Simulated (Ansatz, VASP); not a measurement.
# Au in VASP and in Ansatz

```
Au
1.0
     4.78680    0.00000    0.00000
    -2.39340    4.14549    0.00000
     0.00000    0.00000    2.86083
Au
3
Direct
  0.00000 0.00000 0.00000
  0.33333 0.66667 0.50000
  0.66667 0.33333 0.50000
```

Alike in both runs: task single point; functional RPBE; k mesh 9 × 9 × 12; occupations fermi-dirac, width 0.1 eV; no spin polarisation.

|  | VASP | Ansatz |
| --- | --- | --- |
| version | VASP 6.6.1 | Ansatz 0.2.0 |
| potentials or method | VASP PAW PBE potentials, release 64 (Au), cutoff 520 eV | plane waves (420 eV) with PAW, scalar-relativistic |
| valence electrons in the cell | 33 | 57 |

```csv
,VASP,Ansatz,Ansatz less VASP
pressure (GPa),-0.3,-0.1,+0.18
"traceless stress, the component that is largest in VASP (GPa)",-1.20,-1.22,-0.013
```

VASP's potentials were made for PBE, not for RPBE. With one functional, cell and mesh, what is left measures potentials, basis and numerics. VASP's potentials hold 33 valence electrons a cell and Ansatz's 57, so a difference there can come from the potentials and not from the codes.

Spin-orbit coupling is off throughout.
